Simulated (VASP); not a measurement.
# Ag (P6_3/mmc) in VASP: notebook

Runs on Ag. Level: PBE. Tasks: single point, relaxation of shape and atoms at fixed volume, relaxation of cell and atoms.

All numbers are computed with VASP 6.6.1; they aren't measurements. Logs are shortened: lines on timing, memory, paths and dates and some standing lists are left out, and cuts for length are marked.

## (1) The cell of the first run

Symmetry: P6_3/mmc, No. 194, hexagonal system. The conventional cell has a = 2.877 Å, b = 2.877 Å, c = 9.368 Å, α = 90.00°, β = 90.00°, γ = 120.00°. Within 3.8 Å of Ag (site symmetry -6m2) lie 12 Ag at 2.87 to 2.88 Å. Ag (site symmetry -3m) has 12 Ag at 2.87 to 2.88 Å within 3.8 Å.

## (2) Single point, PBE (volume scaled by 0.94, then relaxed in part)

INCAR reads:

```
ALGO = Normal
EDIFF = 1E-7
ENCUT = 520
GGA = PE
ISIF = 2
ISMEAR = 0
LASPH = True
LCHARG = True
LELF = True
LREAL = False
LVHAR = True
LWAVE = False
NBANDS = 30
NELM = 100
PREC = Accurate
SIGMA = 0.1
```

KPOINTS reads:

```
k-points
0
Gamma
  18 18 4
```

POSCAR reads:

```
Ag
1.0
    2.8768656306      0.0000000000      0.0000000000
   -1.4384328153      2.4914387194      0.0000000000
    0.0000000000      0.0000000000      9.3682837340
Ag
4
Direct
    0.3333333333      0.6666666667      0.2500000000
    0.6666666667      0.3333333333      0.7500000000
    0.0000000000      0.0000000000      0.0000000000
    0.0000000000      0.0000000000      0.5000000000
```

Potentials or basis: VASP PAW PBE potentials, release 64 (Ag).

On the command line:

```
$ cat potpaw_PBE.64/Ag/POTCAR > POTCAR
$ mpirun -np 1 vasp_std > vasp.out
```

OUTCAR:

```text
EDIFF = 1E-7
   ENCUT = 520
   GGA = PE
   ISIF = 2
   ISMEAR = 0
   LASPH = True
   LREAL = False
   NELM = 100
   PREC = Accurate

 ion  position               nearest neighbor table
   1  0.333  0.667  0.250-   3 2.87   4 2.87   3 2.87   4 2.87   3 2.87   4 2.87
   2  0.667  0.333  0.750-   3 2.87   4 2.87   3 2.87   4 2.87   3 2.87   4 2.87
   3  0.000  0.000  0.000-   1 2.87   2 2.87   2 2.87   1 2.87   2 2.87   1 2.87
   4  0.000  0.000  0.500-   1 2.87   2 2.87   2 2.87   1 2.87   2 2.87   1 2.87

  LATTYP: Found a hexagonal cell.
 ALAT       =     2.8768656306
 C/A-ratio  =     3.2564203327

  Lattice vectors:

 A1 = (   2.8768656306,   0.0000000000,   0.0000000000)
 A2 = (  -1.4384328153,   2.4914387194,   0.0000000000)
 A3 = (   0.0000000000,   0.0000000000,   9.3682837340)

Analysis of symmetry for initial positions (statically):
=====================================================================
 Subroutine PRICEL returns:
 Original cell was already a primitive cell.

 Routine SETGRP: Setting up the symmetry group for a
 hexagonal supercell.

 Subroutine GETGRP returns: Found 24 space group operations
 (whereof 12 operations were pure point group operations)
 out of a pool of 24 trial point group operations.

The static configuration has the point symmetry D_3d.
 The point group associated with its full space group is D_6h.

Analysis of symmetry for dynamics (positions and initial velocities):
=====================================================================
 Subroutine PRICEL returns:
 Original cell was already a primitive cell.

 Routine SETGRP: Setting up the symmetry group for a
 hexagonal supercell.

 Subroutine GETGRP returns: Found 24 space group operations
 (whereof 12 operations were pure point group operations)
 out of a pool of 24 trial point group operations.

The dynamic configuration has the point symmetry D_3d.
 The point group associated with its full space group is D_6h.

 Subroutine INISYM returns: Found 24 space group operations
 (whereof 12 operations are pure point group operations),
 and found     1 'primitive' translations

----------------------------------------------------------------------------------------

                                     Primitive cell
[... 86 lines left out ...]
   PREC   = accura    normal or accurate (medium, high low for compatibility)
   ISTART =      0    job   : 0-new  1-cont  2-samecut
   ICHARG =      2    charge: 1-file 2-atom 10-const
   ISPIN  =      1    spin polarized calculation?
   LNONCOLLINEAR =      F non collinear calculations
   LSORBIT =      F    spin-orbit coupling
   LASPH  =      T    aspherical Exc in radial PAW
   ENCUT  =  520.0 eV  38.22 Ry    6.18 a.u.   5.35  5.35 17.42*2*pi/ulx,y,z
   NELM   =    100;   NELMIN=  2; NELMDL= -5     # of ELM steps
   EDIFF  = 0.1E-06   stopping-criterion for ELM
   LREAL  =      F    real-space projection
   EDIFFG = 0.1E-05   stopping-criterion for IOM
   NSW    =      0    number of steps for IOM
   IBRION =     -1    ionic relax: 0-MD 1-quasi-New 2-CG
   NFREE  =      0    steps in history (QN), initial steepest desc. (CG)
   ISIF   =      2    stress and relaxation
   ISYM   =      2    0-nonsym 1-usesym 2-fastsym
   POTIM  = 0.5000    time-step for ionic-motion
   TEBEG  =    0.0;   TEEND  =   0.0 temperature during run
   PSTRESS=    0.0 pullay stress
   NELECT =      44.0000    total number of electrons
   NUPDOWN=      -1.0000    fix difference up-down
   EMIN   =  10.00;   EMAX   =-10.00  energy-range for DOS
   EFERMI =   0.00;   METHOD = LEGACY
   ISMEAR =     0;   SIGMA  =   0.10  broadening in eV -4-tet -1-fermi 0-gaus
   EFERMI_NEDOS =   21; number of points for ismear=-14 and -15
   IALGO  =     38    algorithm
   IMIX   =      4    mixing-type and parameters
     AMIX     =   0.40;   BMIX     =  1.00
     AMIX_MAG =   1.60;   BMIX_MAG =  1.00
  volume/ion in A,a.u.               =      16.79       113.28
  Fermi-wavevector in a.u.,A,eV,Ry     =   1.421944  2.687084 27.509951  2.021924
  Thomas-Fermi vector in A             =   2.542700
   LORBIT       =      0    0 simple, 1 ext, 2 COOP (PROOUT), +10 PAW based schemes
   GGA     = PE    functional components
   LHFCALC =     F    Hartree Fock is set to
   AEXX    =    0.0000 exact exchange contribution
   IVDW    =     0    specifies the selected vdW correction
   LEPSILON=     F    determine dielectric tensor
   LRPA    =     F    only Hartree local field effects (RPA)
 non-spin polarized calculation
 Gauss-broadening in eV      SIGMA  =   0.10
  energy-cutoff  :      520.00
  volume of cell :       67.15
 maximum number of plane-waves:      1846
 NGX is ok and might be reduce to    24
   NGX = 11   NGY = 11   NGZ = 35

 number of electron      43.9999984 magnetization

 Free energy of the ion-electron system (eV)
  ---------------------------------------------------
  ext. energy  EPLUGINS =         0.00000000
  ---------------------------------------------------
  free energy    TOTEN  =       -10.78310182 eV

  energy without entropy =      -10.77860795  energy(sigma->0) =      -10.78085489

 E-fermi :   8.6791     XC(G=0): -12.3030

 val. band max:        8.6414162327   @ k =   0.3889   0.0556   0.0000
 cond. band min:       8.6848219772   @ k =   0.3889   0.0556   0.0000
 fundamental gap:      0.0434057444
 Fermi energy:         8.6791013374

 k-point     1 :       0.0000    0.0000    0.0000
  band No.  band energies     occupation
      1       0.7652      2.00000
      2       2.1523      2.00000
      3       2.1671      2.00000
      4       2.1718      2.00000
      5       3.7669      2.00000
      6       3.7669      2.00000
[... 781 lines left out ...]
     29      17.7427      0.00000
     30      18.8134      0.00000

 [... further k-points ...]
[... 5 lines left out ...]
  --------------------------------------------------------------------------------------
  -------------------------------------------------------------------------------------
  Total        2.7329937      2.7329937      2.6950160      0.0000000     -0.0000000      0.0000000
  in kB       65.2107781     65.2107781     64.3046089      0.0000000     -0.0000000      0.0000000
  external PRESSURE =      64.9087217 kB  Pullay stress =       0.0000000 kB

 VOLUME and BASIS-vectors are now :
 -----------------------------------------------------------------------------
  energy-cutoff  :      520.00
  volume of cell :       67.15
      direct lattice vectors                 reciprocal lattice vectors
     2.876865631  0.000000000  0.000000000     0.347600524  0.200687256  0.000000000
    -1.438432815  2.491438719  0.000000000     0.000000000  0.401374512  0.000000000
     0.000000000  0.000000000  9.368283734     0.000000000  0.000000000  0.106743138

 POSITION                                       TOTAL-FORCE (eV/Angst)
 -----------------------------------------------------------------------------------
     -0.00000      1.66096      2.34207        -0.000000     -0.000000     -0.000000
      1.43843      0.83048      7.02621         0.000000     -0.000000      0.000000
      0.00000      0.00000      0.00000         0.000000      0.000000      0.000000
      0.00000      0.00000      4.68414         0.000000      0.000000      0.000000
 -----------------------------------------------------------------------------------
    total drift:                               -0.000000      0.000000      0.000000

  FREE ENERGIE OF THE ION-ELECTRON SYSTEM (eV)
  ---------------------------------------------------
  free  energy   TOTEN  =       -10.7831018210 eV

  energy  without entropy=      -10.7786079503  energy(sigma->0) =      -10.78085489
```

stdout:

```text
POSCAR found type information on POSCAR Ag
 POSCAR found :  1 types and       4 ions
 scaLAPACK will be used
 LDA part: xc-table for (Slater+PW92), standard interpolation
 POSCAR, INCAR and KPOINTS ok, starting setup
 FFT: planning ... GRIDC
 FFT: planning ... GRID_SOFT
 FFT: planning ... GRID
 WAVECAR not read
 entering main loop
```

It took 2.3 min on 1 thread of Intel Xeon Platinum 8259CL at 2.50GHz (Skylake/Cascade Lake), shared host; peak memory 0.3 GiB.

What came out:

* Free energy: -10.7831 eV
* Pressure: 6.5 GPa
* Band gap on the k mesh: zero (band 22 reaches 12.16 eV, above the bottom of band 23 at 5.56 eV)

Caveat: the cell differs from its parent crystal (volume scaled by 0.94, then relaxed in part).

## (3) Relaxation of shape and atoms at fixed volume, PBE (volume scaled by 0.94)

INCAR reads:

```
PREC = Accurate
ENCUT = 600
EDIFF = 1E-7
ISMEAR = 0
SIGMA = 0.1
LREAL = F
LASPH = T
NELM = 100
ALGO = Normal
ISIF = 4
LWAVE = F
LCHARG = F
GGA = PE
IBRION = 2
NSW = 50
EDIFFG = -0.01
```

KPOINTS reads:

```
regular mesh
0
Gamma
  18 18 4
```

POSCAR is that of step 2.

Potentials or basis: VASP PAW PBE potentials, release 64 (Ag).

On the command line:

```
$ cat potpaw_PBE.64/Ag/POTCAR > POTCAR
$ mpirun -np 1 vasp_std > vasp.out
```

It took 2.1 min on 1 thread of Intel Xeon Platinum 8259CL at 2.50GHz (Skylake/Cascade Lake), shared host; peak memory 0.32 GiB.

Results (log left out):

* Free energy: -10.7825 eV
* Pressure after relaxing: 6.5 GPa
* Band gap on the k mesh: zero (band 22 reaches 12.16 eV, above the bottom of band 23 at 5.56 eV)

Stress tensor (GPa, compression positive):
```
6.50 0.00 0.00
0.00 6.50 0.00
0.00 0.00 6.41
```

Final structure:
```yaml
crystal:
  lattice:
    - [2.87687, 0.00000, 0.00000]
    - [-1.43843, 2.49144, 0.00000]
    - [0.00000, 0.00000, 9.36828]
  atoms:
    - { symbol: Ag, position: [0.33333, 0.66667, 0.25000] }
    - { symbol: Ag, position: [0.66667, 0.33333, 0.75000] }
    - { symbol: Ag, position: [0.00000, 0.00000, 0.00000] }
    - { symbol: Ag, position: [0.00000, 0.00000, 0.50000] }
```

Levels at points of the mesh, in eV from the Fermi level:
| k point | band 18 | band 19 | band 20 | band 21 | band 22 | band 23 | band 24 | band 25 | band 26 |
| --- | --- | --- | --- | --- | --- | --- | --- | --- | --- |
| (0.00, 0.00, 0.00) | -3.71 | -3.71 | -3.48 | -3.48 | -3.07 | -3.07 | -0.45 | 3.70 | 11.28 |
| (0.50, 0.00, 0.00) | -2.88 | -2.87 | -2.84 | -0.26 | 0.68 | 1.00 | 1.54 | 4.37 | 4.44 |
| (0.00, 0.00, 0.50) | -3.88 | -3.24 | -3.24 | -3.24 | -3.24 | -2.53 | -2.53 | 6.60 | 6.60 |
| (0.50, 0.00, 0.50) | -3.00 | -2.89 | -2.89 | 0.19 | 0.19 | 1.38 | 1.38 | 4.80 | 4.80 |

Caveat: the cell differs from its parent crystal (volume scaled by 0.94); the relaxation stopped at its first step, so nothing moved.

## (4) Relaxation of cell and atoms, PBE

This run uses another cell than the first one, of 18.04 Å³/atom, 1.074 times its volume.

INCAR reads:

```
PREC = Accurate ; ENCUT = 600
EDIFF = 1E-6 ; ISMEAR = 0
SIGMA = 0.1 ; LREAL = False
LASPH = True ; NELM = 100
ALGO = Normal ; ISIF = 3
LWAVE = False ; LCHARG = False
GGA = PE ; IBRION = 2
NSW = 100 ; EDIFFG = -0.005
```

KPOINTS is that of step 3.

POSCAR reads:

```
Ag
1.0
    2.8862000000      0.0000000000      0.0000000000
   -1.4431000000      2.4995225204      0.0000000000
    0.0000000000      0.0000000000     10.0000000000
Ag
4
Direct
    0.3333333333      0.6666666667      0.2500000000
    0.6666666667      0.3333333333      0.7500000000
    0.0000000000      0.0000000000      0.0000000000
    0.0000000000      0.0000000000      0.5000000000
```

On the command line:

```
$ cat potpaw_PBE.64/Ag/POTCAR > POTCAR
$ mpirun -np 1 vasp_std > vasp.out
```

It took 5.6 min on 1 thread of Intel Xeon 6975P-C (Granite Rapids), shared host; peak memory 0.34 GiB.

The run converged. Its results:

* Free energy: -10.8632 eV
* Relaxed volume: 17.83 Å³/atom
* Relaxed cell: a = 2.934 Å, b = 2.934 Å, c = 9.568 Å, α = 90.00°, β = 90.00°, γ = 120.00°
* Space group after relaxing (to 0.05 Å): P6_3/mmc (No. 194)
* Energy gained by relaxing: 12.9 meV/atom
* Ionic steps: 6
* Pressure after relaxing: 0.0 GPa
* Band gap on the k mesh: zero (band 22 reaches 11.15 eV, above the bottom of band 23 at 4.77 eV)

The path:
| step | energy change (eV) | largest force (eV/Å) | pressure (GPa) | volume (Å³) |
| --- | --- | --- | --- | --- |
| 1 | 0.0000 | 0.0000 | -0.46 | 72.14 |
| 2 | -0.0355 | 0.0000 | -0.19 | 71.58 |
| 3 | -0.0498 | 0.0000 | 0.67 | 70.76 |
| 4 | -0.0508 | 0.0000 | 0.48 | 70.93 |
| 5 | -0.0512 | 0.0000 | -0.38 | 71.58 |
| 6 | -0.0515 | 0.0000 | 0.00 | 71.33 |

Final structure:
```cif
data_structure
_symmetry_space_group_name_H-M 'P 1'
_symmetry_Int_Tables_number 1
_cell_length_a 2.9340
_cell_length_b 2.9340
_cell_length_c 9.5675
_cell_angle_alpha 90.000
_cell_angle_beta 90.000
_cell_angle_gamma 120.000
_cell_volume 71.33
loop_
_atom_site_label
_atom_site_type_symbol
_atom_site_fract_x
_atom_site_fract_y
_atom_site_fract_z
_atom_site_occupancy
Ag1 Ag 0.33333 0.66667 0.25000 1
Ag2 Ag 0.66667 0.33333 0.75000 1
Ag3 Ag 0.00000 0.00000 0.00000 1
Ag4 Ag 0.00000 0.00000 0.50000 1
```

Levels at points of the mesh, in eV from the Fermi level:
```csv
k point,band 18,band 19,band 20,band 21,band 22,band 23,band 24,band 25,band 26
"(0.00, 0.00, 0.00)",-3.61,-3.61,-3.41,-3.41,-3.04,-3.04,-0.30,3.35,10.80
"(0.50, 0.00, 0.00)",-2.87,-2.86,-2.84,-0.14,0.77,0.93,1.47,4.04,4.12
"(0.00, 0.00, 0.50)",-3.77,-3.19,-3.19,-3.19,-3.19,-2.37,-2.37,6.22,6.22
"(0.50, 0.00, 0.50)",-2.98,-2.87,-2.87,0.24,0.24,1.33,1.33,4.52,4.52
```

## (5) The runs side by side

```tsv
task	cell	cutoff (eV)	gap on the mesh (eV)	pressure (GPa)
single point	a = 2.877, b = 2.877, c = 9.368 Å, angles 90.0, 90.0, 120.0°, 4 atoms	520	none	6.5
relaxation of shape and atoms at fixed volume	relaxed from a = 2.877, b = 2.877, c = 9.368 Å, angles 90.0, 90.0, 120.0°, 4 atoms	600	none	6.5
relaxation of cell and atoms	relaxed from a = 2.886, b = 2.886, c = 10.000 Å, angles 90.0, 90.0, 120.0°, 4 atoms	600	none	0.0
```

Alike in all rows: level PBE; potentials or basis VASP PAW PBE potentials, release 64 (Ag); no spin polarisation; k mesh 18 × 18 × 4; smearing gaussian 0.1 eV.

Caveats: the relaxation stopped at its first step, so nothing moved (some runs).

Total energies depend on the potentials used, so only differences within one code and one set of settings carry meaning.
